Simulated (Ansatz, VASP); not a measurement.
Be in VASP and in Ansatz

```
Be
1.0
     2.16388    0.00000    0.00000
    -1.08194    1.87397    0.00000
     0.00000    0.00000    3.40224
Be
2
Direct
  0.33333 0.66667 0.25000
  0.66667 0.33333 0.75000
```

Alike in both runs: task single point; functional PBEsol; k mesh 26 × 26 × 15; occupations fermi-dirac, width 0.1 eV; no spin polarisation.

|  | VASP | Ansatz |
| --- | --- | --- |
| version | VASP 6.6.1 | Ansatz 0.2.0 |
| potentials or method | VASP PAW PBE potentials, release 64 (Be), cutoff 520 eV | plane waves (420 eV) with PAW, scalar-relativistic |
| valence electrons in the cell | 4 | 4 |

```csv
,VASP,Ansatz,Ansatz less VASP
pressure (GPa),20.1,19.6,-0.53
"traceless stress, the component that is largest in VASP (GPa)",2.68,2.63,-0.053
```

VASP's potentials were made for PBE, not for PBEsol, and Ansatz warns of the same on its side.
